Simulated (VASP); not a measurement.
# MgO in VASP: further runs

The runs below take MgO through single point, with PBE.

All numbers are computed with VASP 6.6.1; they aren't measurements. Logs are shortened: lines on timing, memory, paths and dates and some standing lists are left out, and cuts for length are marked.

## (1) The cell of the first run

It takes space group Fm-3m (No. 225, cubic). Conventional cell: a = 4.254 Å, b = 4.254 Å, c = 4.254 Å, α = 90.00°, β = 90.00°, γ = 90.00°. Mg (site symmetry m-3m) has 6 O at 2.13 Å within 2.8 Å. Within 2.8 Å of O (site symmetry m-3m) lie 6 Mg at 2.13 Å.

## (2) Single point, PBE

File INCAR:

```
SYSTEM = MgO
PREC = Accurate
ENCUT = 520
EDIFF = 1E-6
ISMEAR = 0
SIGMA = 0.02
LREAL = Auto
LASPH = .TRUE.
NELM = 80
ALGO = Normal
ISIF = 2
LWAVE = .FALSE.
LCHARG = .FALSE.
GGA = PE
NBANDS = 86
```

File KPOINTS:

```
Automatic mesh
0
Gamma
  2 2 2
  0.5 0.5 0.5
```

File POSCAR:

```
MgO
1.0
    4.2535896643      4.2535896643      4.2535896643
   -4.2535896643      4.2535896643     -4.2535896643
   -4.2535896643     -4.2535896643      4.2535896643
Mg O
16 16
Direct
    0.5000000000      0.7500000000      0.7500000000
    0.5000000000      0.5000000000      0.0000000000
    0.7500000000      0.5000000000      0.7500000000
    0.5000000000      0.2500000000      0.2500000000
    0.7500000000      0.2500000000      0.0000000000
    0.0000000000      0.2500000000      0.7500000000
    0.5000000000      0.0000000000      0.5000000000
    0.7500000000      0.0000000000      0.2500000000
    0.0000000000      0.0000000000      0.0000000000
    0.2500000000      0.0000000000      0.7500000000
    0.7500000000      0.7500000000      0.5000000000
    0.0000000000      0.7500000000      0.2500000000
    0.2500000000      0.7500000000      0.0000000000
    0.0000000000      0.5000000000      0.5000000000
    0.2500000000      0.5000000000      0.2500000000
    0.2500000000      0.2500000000      0.5000000000
    0.5000000000      0.0000000000      0.0000000000
    0.5000000000      0.7500000000      0.2500000000
    0.7500000000      0.7500000000      0.0000000000
    0.5000000000      0.5000000000      0.5000000000
    0.7500000000      0.5000000000      0.2500000000
    0.0000000000      0.5000000000      0.0000000000
    0.5000000000      0.2500000000      0.7500000000
    0.7500000000      0.2500000000      0.5000000000
    0.0000000000      0.2500000000      0.2500000000
    0.2500000000      0.2500000000      0.0000000000
    0.7500000000      0.0000000000      0.7500000000
    0.0000000000      0.0000000000      0.5000000000
    0.2500000000      0.0000000000      0.2500000000
    0.0000000000      0.7500000000      0.7500000000
    0.2500000000      0.7500000000      0.5000000000
    0.2500000000      0.5000000000      0.7500000000
```

Potentials or basis: VASP PAW PBE potentials, release 64 (Mg, O).

Run with:

```sh
$ cat potpaw_PBE.64/Mg/POTCAR potpaw_PBE.64/O/POTCAR > POTCAR
$ mpirun -np 1 vasp_std > vasp.out
```

OUTCAR:

```text
SYSTEM = MgO
   PREC = Accurate
   ENCUT = 520
   EDIFF = 1E-6
   ISMEAR = 0
   LREAL = Auto
   LASPH = .TRUE.
   NELM = 80
   ISIF = 2
   GGA = PE

 ion  position               nearest neighbor table
   1  0.500  0.750  0.750-  17 2.13  19 2.13  20 2.13  27 2.13  31 2.13  32 2.13  10 3.01  11 3.01
                            13 3.01   2 3.01   3 3.01   5 3.01   7 3.01   8 3.01   9 3.01  15 3.01
   2  0.500  0.500  0.000-  18 2.13  19 2.13  21 2.13  23 2.13  26 2.13  32 2.13  12 3.01  13 3.01
                            15 3.01   1 3.01   3 3.01   4 3.01   5 3.01   8 3.01  11 3.01  16 3.01
   3  0.750  0.500  0.750-  19 2.13  20 2.13  22 2.13  23 2.13  24 2.13  30 2.13  12 3.01  13 3.01
                            14 3.01   1 3.01   2 3.01   5 3.01   6 3.01   9 3.01  11 3.01   4 3.01
   4  0.500  0.250  0.250-  17 2.13  20 2.13  21 2.13  24 2.13  26 2.13  29 2.13  14 3.01  15 3.01
                            16 3.01   2 3.01   3 3.01   5 3.01   7 3.01   8 3.01  11 3.01  10 3.01
   5  0.750  0.250  0.000-  17 2.13  21 2.13  22 2.13  23 2.13  25 2.13  27 2.13  12 3.01  14 3.01
                            15 3.01   2 3.01   3 3.01   4 3.01   6 3.01   8 3.01   9 3.01   7 3.01
   6  0.000  0.250  0.750-  22 2.13  24 2.13  26 2.13  27 2.13  28 2.13  32 2.13  14 3.01  15 3.01
                            16 3.01   2 3.01   3 3.01   5 3.01   9 3.01  10 3.01  13 3.01   8 3.01
   7  0.500  0.000  0.500-  18 2.13  23 2.13  24 2.13  27 2.13  29 2.13  31 2.13  10 3.01  11 3.01
                            16 3.01   1 3.01   3 3.01   4 3.01   5 3.01   6 3.01   8 3.01  13 3.01
   8  0.750  0.000  0.250-  17 2.13  18 2.13  19 2.13  24 2.13  25 2.13  28 2.13  12 3.01  14 3.01
                            16 3.01   4 3.01   5 3.01   6 3.01   7 3.01   9 3.01  11 3.01   1 3.01
   9  0.000  0.000  0.000-  19 2.13  25 2.13  26 2.13  27 2.13  29 2.13  30 2.13  13 3.01  15 3.01
[... 17 lines left out ...]
  19  0.750  0.750  0.000-   1 2.13   2 2.13   3 2.13   8 2.13   9 2.13  12 2.13
  20  0.500  0.500  0.500-   1 2.13   3 2.13   4 2.13  11 2.13  15 2.13  16 2.13
  21  0.750  0.500  0.250-   2 2.13   4 2.13   5 2.13  11 2.13  12 2.13  14 2.13
  22  0.000  0.500  0.000-   3 2.13   5 2.13   6 2.13  12 2.13  13 2.13  15 2.13
[... 8 lines left out ...]
  31  0.250  0.750  0.500-   1 2.13   7 2.13  10 2.13  12 2.13  14 2.13  15 2.13
  32  0.250  0.500  0.750-   1 2.13   2 2.13   6 2.13  13 2.13  14 2.13  16 2.13

  LATTYP: Found a body centered cubic cell.
 ALAT       =     8.5071793286

  Lattice vectors:

 A1 = (   4.2535896643,   4.2535896643,   4.2535896643)
 A2 = (  -4.2535896643,   4.2535896643,  -4.2535896643)
 A3 = (  -4.2535896643,  -4.2535896643,   4.2535896643)

Analysis of symmetry for initial positions (statically):
=====================================================================
 Subroutine PRICEL returns following result:

  LATTYP: Found a face centered cubic cell.
 ALAT       =     4.2535896643

  Lattice vectors:

 A1 = (  -2.1267948321,   0.0000000000,  -2.1267948322)
 A2 = (   0.0000000000,  -2.1267948321,  -2.1267948321)
 A3 = (  -2.1267948321,  -2.1267948321,   0.0000000000)

  16 primitive cells build up your supercell.

 Routine SETGRP: Setting up the symmetry group for a
 body centered cubic supercell.

 Subroutine GETGRP returns: Found 48 space group operations
 (whereof 48 operations were pure point group operations)
 out of a pool of 48 trial point group operations.

The static configuration has the point symmetry O_h .

Analysis of symmetry for dynamics (positions and initial velocities):
=====================================================================
 Subroutine PRICEL returns following result:

  LATTYP: Found a face centered cubic cell.
 ALAT       =     4.2535896643

  Lattice vectors:

 A1 = (  -2.1267948321,   0.0000000000,  -2.1267948322)
 A2 = (   0.0000000000,  -2.1267948321,  -2.1267948321)
 A3 = (  -2.1267948321,  -2.1267948321,   0.0000000000)

  16 primitive cells build up your supercell.

 Routine SETGRP: Setting up the symmetry group for a
 body centered cubic supercell.

 Subroutine GETGRP returns: Found 48 space group operations
 (whereof 48 operations were pure point group operations)
 out of a pool of 48 trial point group operations.

The dynamic configuration has the point symmetry O_h .

 Subroutine INISYM returns: Found 48 space group operations
 (whereof 48 operations are pure point group operations),
 and found    16 'primitive' translations

----------------------------------------------------------------------------------------

[... 32 lines left out ...]
     0.000000000  0.058773887  0.058773887     0.500000000  0.000000000  0.000000000
    -0.058773887  0.058773887  0.000000000     0.000000000  0.500000000  0.000000000
    -0.058773887  0.000000000  0.058773887     0.000000000  0.000000000  0.500000000

  Length of vectors
     0.083118829  0.083118829  0.083118829

  Shift w.r.t. Gamma in fractional coordinates (k-lattice)
     0.500000000  0.500000000  0.500000000

 Subroutine IBZKPT returns following result:
 ===========================================

 Found      2 irreducible k-points:

 Following reciprocal coordinates:
            Coordinates               Weight
  0.250000  0.250000  0.250000      2.000000
 -0.250000  0.250000  0.250000      6.000000
   k-points           NKPTS =      2   k-points in BZ     NKDIM =      2   number of bands    NBANDS=     86
   number of dos      NEDOS =    301   number of ions     NIONS =     32
   total plane-waves  NPLWV = 175616
   dimension x,y,z NGX =    56 NGY =   56 NGZ =   56
   dimension x,y,z NGXF=   112 NGYF=  112 NGZF=  112
   ions per type =              16  16
   NGX,Y,Z   is equivalent  to a cutoff of  12.64, 12.64, 12.64 a.u.
   NGXF,Y,Z  is equivalent  to a cutoff of  25.27, 25.27, 25.27 a.u.
 SYSTEM =  MgO
   PREC   = accura    normal or accurate (medium, high low for compatibility)
   ISTART =      0    job   : 0-new  1-cont  2-samecut
   ICHARG =      2    charge: 1-file 2-atom 10-const
   ISPIN  =      1    spin polarized calculation?
   LNONCOLLINEAR =      F non collinear calculations
   LSORBIT =      F    spin-orbit coupling
   LASPH  =      T    aspherical Exc in radial PAW
   ENCUT  =  520.0 eV  38.22 Ry    6.18 a.u.  13.70 13.70 13.70*2*pi/ulx,y,z
   NELM   =     80;   NELMIN=  2; NELMDL= -5     # of ELM steps
   EDIFF  = 0.1E-05   stopping-criterion for ELM
   LREAL  =      T    real-space projection
   EDIFFG = 0.1E-04   stopping-criterion for IOM
   NSW    =      0    number of steps for IOM
   IBRION =     -1    ionic relax: 0-MD 1-quasi-New 2-CG
   NFREE  =      0    steps in history (QN), initial steepest desc. (CG)
   ISIF   =      2    stress and relaxation
   ISYM   =      2    0-nonsym 1-usesym 2-fastsym
   POTIM  = 0.5000    time-step for ionic-motion
   TEBEG  =    0.0;   TEEND  =   0.0 temperature during run
   PSTRESS=    0.0 pullay stress
   NELECT =     128.0000    total number of electrons
   NUPDOWN=      -1.0000    fix difference up-down
   EMIN   =  10.00;   EMAX   =-10.00  energy-range for DOS
   EFERMI =   0.00;   METHOD = LEGACY
   ISMEAR =     0;   SIGMA  =   0.02  broadening in eV -4-tet -1-fermi 0-gaus
   EFERMI_NEDOS =   21; number of points for ismear=-14 and -15
   IALGO  =     38    algorithm
   IMIX   =      4    mixing-type and parameters
     AMIX     =   0.40;   BMIX     =  1.00
     AMIX_MAG =   1.60;   BMIX_MAG =  1.00
  volume/ion in A,a.u.               =       9.62        64.92
  Fermi-wavevector in a.u.,A,eV,Ry     =   1.221901  2.309057 20.314059  1.493041
  Thomas-Fermi vector in A             =   2.357067
   LORBIT       =      0    0 simple, 1 ext, 2 COOP (PROOUT), +10 PAW based schemes
   GGA     = PE    functional components
   LHFCALC =     F    Hartree Fock is set to
   AEXX    =    0.0000 exact exchange contribution
   IVDW    =     0    specifies the selected vdW correction
   LEPSILON=     F    determine dielectric tensor
   LRPA    =     F    only Hartree local field effects (RPA)
 non-spin polarized calculation
 Gauss-broadening in eV      SIGMA  =   0.02
  energy-cutoff  :      520.00
  volume of cell :      307.84
 maximum number of plane-waves:      8280
 NGX is ok and might be reduce to    54
   NGX = 27   NGY = 27   NGZ = 27

 number of electron     128.0000060 magnetization

 Free energy of the ion-electron system (eV)
  ---------------------------------------------------
  ext. energy  EPLUGINS =         0.00000000
  ---------------------------------------------------
  free energy    TOTEN  =      -190.60209815 eV

  energy without entropy =     -190.60209815  energy(sigma->0) =     -190.60209815

 E-fermi :   2.8837     XC(G=0): -10.9402

 val. band max:        2.7448821798   @ k =  -0.2500   0.2500   0.2500
 cond. band min:       8.6270092220   @ k =  -0.2500   0.2500   0.2500
 fundamental gap:      5.8821270422
 Fermi energy:         2.8837261476

 k-point     1 :       0.2500    0.2500    0.2500
  band No.  band energies     occupation
      1     -13.5900      2.00000
      2     -13.5900      2.00000
      3     -13.5900      2.00000
      4     -13.5900      2.00000
      5     -12.8205      2.00000
      6     -12.8205      2.00000
[... 68 lines left out ...]
     75      12.4615      0.00000
     76      12.4615      0.00000

 k-point     2 :      -0.2500    0.2500    0.2500
  band No.  band energies     occupation
      1     -13.9421      2.00000
      2     -13.3027      2.00000
      3     -13.3027      2.00000
      4     -13.3027      2.00000
      5     -13.3027      2.00000
      6     -12.9684      2.00000
[... 68 lines left out ...]
     75      12.5576      0.00000
     76      12.8832      0.00000
 [bands above 76 left out]

------------------------ aborting loop because EDIFF is reached ----------------------------------------

  FORCE on cell =-STRESS in cart. coord.  units (eV):
  Direction    XX          YY          ZZ          XY          YZ          ZX
  --------------------------------------------------------------------------------------
  -------------------------------------------------------------------------------------
  Total       -1.4420942     -1.4420942     -1.4420942     -0.0000000     -0.0000000      0.0000000
  in kB       -7.5054624     -7.5054624     -7.5054624     -0.0000000     -0.0000000      0.0000000
  external PRESSURE =      -7.5054624 kB  Pullay stress =       0.0000000 kB

 VOLUME and BASIS-vectors are now :
 -----------------------------------------------------------------------------
  energy-cutoff  :      520.00
  volume of cell :      307.84
      direct lattice vectors                 reciprocal lattice vectors
     4.253589664  4.253589664  4.253589664     0.000000000  0.117547775  0.117547775
    -4.253589664  4.253589664 -4.253589664    -0.117547775  0.117547775  0.000000000
    -4.253589664 -4.253589664  4.253589664    -0.117547775  0.000000000  0.117547775

 POSITION                                       TOTAL-FORCE (eV/Angst)
 -----------------------------------------------------------------------------------
     -4.25359      2.12679      2.12679         0.000000      0.000000     -0.000000
      0.00000      4.25359      0.00000         0.000000      0.000000      0.000000
     -2.12679      2.12679      4.25359         0.000000     -0.000000     -0.000000
      0.00000      2.12679      2.12679        -0.000000      0.000000     -0.000000
      2.12679      4.25359      2.12679         0.000000      0.000000     -0.000000
     -4.25359     -2.12679      2.12679        -0.000000     -0.000000      0.000000
[... 24 lines left out ...]
     -4.25359      2.12679      0.00000         0.000000     -0.000000      0.000000
     -4.25359      0.00000      2.12679         0.000000     -0.000000     -0.000000
 -----------------------------------------------------------------------------------
    total drift:                                0.000000     -0.000000      0.000000

  FREE ENERGIE OF THE ION-ELECTRON SYSTEM (eV)
  ---------------------------------------------------
  free  energy   TOTEN  =      -190.6020981534 eV

  energy  without entropy=     -190.6020981534  energy(sigma->0) =     -190.60209815
```

It took 96 s on 1 thread of AMD EPYC 7R43 (Zen 3), shared host; peak memory 0.37 GiB.

Results:

| Quantity | Value |
| --- | --- |
| Free energy | -190.6021 eV |
| Pressure | -0.8 GPa |
| Band gap on the k mesh | 5.88 eV |

## (3) Single point, PBE

File INCAR:

```
PREC = Accurate
ENCUT = 520
EDIFF = 1E-7
ISMEAR = 0
SIGMA = 0.02
LREAL = Auto
LASPH = T
NELM = 60
ALGO = Normal
ISIF = 2
LWAVE = F
LCHARG = F
GGA = PE
NBANDS = 86
```

KPOINTS is that of step 2.

File POSCAR:

```
MgO
1.0
    4.2535896643      4.2535896643      4.2535896643
   -4.2535896643      4.2535896643     -4.2535896643
   -4.2535896643     -4.2535896643      4.2535896643
Mg O
16 16
Direct
    0.5008323039      0.7504251472      0.7503950765
    0.5008683874      0.5004220480      0.0003427954
    0.7508728651      0.5004265671      0.7503394232
    0.5009719755      0.2504526486      0.2503861591
    0.7508245474      0.2504047678      0.0003567952
    0.0009608711      0.2504883613      0.7504108881
    0.5008932173      0.0003886662      0.5003773450
    0.7509252054      0.0004468262      0.2504079557
    0.0007955447      0.0003257480      0.0003429158
    0.2508422447      0.0004315844      0.7503827374
    0.7508284324      0.7503590021      0.5003266474
    0.0009135632      0.7503787006      0.2504735883
    0.2508770179      0.7504241995      0.0004720603
    0.0008946792      0.5003298332      0.5004003969
    0.2508551645      0.5003442198      0.2503704990
    0.2508756396      0.2503165300      0.5003456945
    0.5008714857      0.0005270071      0.0004407589
    0.5008736060      0.7504109790      0.2502848336
    0.7508811494      0.7504811263      0.0003109810
    0.5008933518      0.5004062183      0.5002858706
    0.7509237434      0.5004542237      0.2503600542
    0.0009059215      0.5005003491      0.0003508049
    0.5008223934      0.2504758218      0.7503671416
    0.7509372483      0.2505034063      0.5003794645
    0.0009061050      0.2504144025      0.2504198469
    0.2508459515      0.2504637457      0.0003077676
    0.7507656773      0.0004548106      0.7503248656
    0.0008568903      0.0003945256      0.5003229858
    0.2508810435      0.0003775875      0.2504161155
    0.0008692674      0.7504560943      0.7503351818
    0.2508400250      0.7504014301      0.5003672709
    0.2508829316      0.5004413218      0.7503205270
```

Potentials or basis: VASP PAW PBE potentials, release 64 (Mg, O).

Run with:

```sh
$ cat potpaw_PBE.64/Mg/POTCAR potpaw_PBE.64/O/POTCAR > POTCAR
$ mpirun -np 1 vasp_std > vasp.out
```

Wall time 5 min (1 thread of AMD EPYC 7R43 (Zen 3), shared host); peak memory 0.39 GiB.

The run converged. Its results:

| Property | Result |
| --- | --- |
| Free energy | -190.6017 eV |
| Pressure | -0.7 GPa |
| Largest force | 0.009 eV/Å |
| Band gap on the k mesh | 5.88 eV |

Forces in eV/Å, atoms in the order of the input:
```
Mg   0.002  0.003  0.000
Mg  -0.001  0.004  0.001
Mg  -0.002  0.002  0.002
Mg  -0.001 -0.002 -0.003
Mg   0.001  0.005  0.002
Mg   0.000 -0.002 -0.001
Mg  -0.001  0.003  0.000
Mg   0.002  0.001 -0.001
Mg  -0.001  0.007  0.002
Mg   0.001  0.001  0.002
Mg  -0.002  0.005  0.002
Mg   0.002  0.005 -0.005
Mg   0.002  0.006 -0.003
Mg  -0.004  0.007 -0.002
Mg  -0.001  0.004  0.000
Mg  -0.002  0.006 -0.001
O    0.006 -0.003  0.000
O   -0.004 -0.004  0.002
O    0.000 -0.007  0.002
O   -0.004 -0.005 -0.001
O    0.000 -0.005 -0.002
O    0.001 -0.009  0.002
O    0.005 -0.001  0.003
O    0.001 -0.007  0.000
O    0.003  0.000 -0.006
O    0.000 -0.006  0.003
O    0.003  0.000  0.005
O   -0.004 -0.003  0.000
O    0.000  0.003 -0.004
O   -0.001 -0.004  0.001
O    0.001  0.000  0.001
O   -0.002 -0.004  0.001
```

Levels at points of the mesh, in eV from the valence-band top:
```tsv
k point	band 60	band 61	band 62	band 63	band 64	band 65	band 66	band 67	band 68	band 69
(0.25, 0.25, 0.25)	-0.10	-0.10	-0.10	-0.10	-0.10	7.04	7.05	7.05	7.05	9.71
```
